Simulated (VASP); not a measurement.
A run of VASP 6.6.1 is set up as follows.

INCAR

```
PREC     = Accurate       # precision mode
ENCUT    = 520            # plane-wave cutoff, eV
EDIFF    = 1E-7           # SCF threshold, eV
ISMEAR   = 0              # smearing method
SIGMA    = 0.1            # smearing width, eV
LREAL    = False          # projectors in reciprocal space
LASPH    = True           # aspherical terms in the spheres
NELM     = 80             # most SCF steps
ALGO     = Normal         # electronic algorithm
ISIF     = 2              # what is computed and relaxed
LWAVE    = False          # write WAVECAR
LCHARG   = False          # write CHGCAR
GGA      = PE             # functional
NBANDS   = 26             # bands
```

KPOINTS

```
Automatic mesh
0
Gamma
  4 4 4
```

Contents of POSCAR:

```
GaP
1.0
   -2.6254572887      2.6254572887      2.5405428886
    2.6254572887     -2.6254572887      2.5405428886
    2.6254572887      2.6254572887     -2.5405428886
Ga P
2 2
Direct
    0.7500000000      0.2500000000      0.5000000000
    0.0000000000      0.0000000000      0.0000000000
    0.5000000000      0.5000000000      0.0000000000
    0.2500000000      0.7500000000      0.5000000000
```

Potentials or basis: VASP PAW PBE potentials, release 64 (Ga_d, P).

Launch:

```bash
$ cat potpaw_PBE.64/Ga_d/POTCAR potpaw_PBE.64/P/POTCAR > POTCAR
$ mpirun -np 1 vasp_std > vasp.out
```

Problem. Predict the pressure.

Solution. -0.1 GPa.

Problem. What does it give for the band gap on the k mesh?

Solution. Zero (band 18 reaches 6.91 eV, above the bottom of band 19 at 6.07 eV).

Stress tensor (GPa, compression positive):
```
 0.00  0.00  0.00
 0.00  0.00  0.00
 0.00  0.00 -0.15
```

Caveat: the k points lie up to 0.43 Å⁻¹ apart.
